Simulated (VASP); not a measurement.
Runs of VASP 6.6.1 on Rh. The structure is that of space group Fm-3m (No. 225), or close to it. The cells are those of the table. 

```csv
spin,cell,k mesh,smearing,gap on the mesh (eV),pressure (GPa)
off,"a = 2.710 Å, angles 60.0°, 1 atom",14 × 14 × 14,fermi-dirac 0.1 eV,none,0.0
off,"a = 2.710 Å, angles 60.0°, 1 atom",14 × 14 × 14,gaussian 0.1 eV,none,-0.3
off,"a = 2.710 Å, angles 60.0°, 1 atom",14 × 14 × 14,fermi-dirac 0.01 eV,none,-0.4
off,"a = 2.710 Å, angles 60.0°, 1 atom",14 × 14 × 14,methfessel-paxton 0.2 eV,none,-0.4
"collinear, ferromagnetic start","a = 2.709 Å, angles 60.0°, 1 atom",23 × 23 × 23,fermi-dirac 0.05 eV,none,0.0
off,"a = 2.710 Å, angles 60.0°, 1 atom",14 × 14 × 14,methfessel-paxton 0.6 eV,none,(a)
off,"a = 2.710 Å, angles 60.0°, 1 atom",14 × 14 × 14,methfessel-paxton 0.3 eV,none,-0.5
off,"a = 2.710 Å, angles 60.0°, 1 atom",14 × 14 × 14,fermi-dirac 0.03 eV,none,-0.3
```

Alike in all rows: task single point; level PBE; potentials or basis VASP PAW PBE potentials, release 64 (Rh_pv); cutoff (eV) 520.

Problem. Estimate the missing entries.

Solution. (a) -0.2.

A k mesh can miss the band edges, and the runs leave out spin-orbit coupling on Rh.

A gap of «none» marks levels without a gap at the run's occupations.
